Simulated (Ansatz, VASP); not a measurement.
# One calculation of Ti, two programs

```
Ti
1.0
     0.00000    2.05768    2.05768
     2.05768    0.00000    2.05768
     2.05768    2.05768    0.00000
Ti
1
Direct
  0.00000 0.00000 0.00000
```

Alike in both runs: functional PBE; k mesh 13 × 13 × 13; occupations fermi-dirac, width 0.1 eV; no spin polarisation.

Ansatz relaxed the structure, and its values are those at the end. VASP's run is a single point on that final structure, the one shown.

|  | VASP | Ansatz |
| --- | --- | --- |
| version | VASP 6.6.1 | Ansatz 0.2.0 |
| potentials or method | VASP PAW PBE potentials, release 64 (Ti_sv), cutoff 520 eV | plane waves (420 eV) with PAW, scalar-relativistic |
| valence electrons in the cell | 12 | 12 |

|  | VASP | Ansatz | Ansatz less VASP |
| --- | --- | --- | --- |
| pressure (GPa) | -0.3 | 0.0 | +0.27 |

The functional is the same, so the differences come from potentials, cutoffs and numerics.
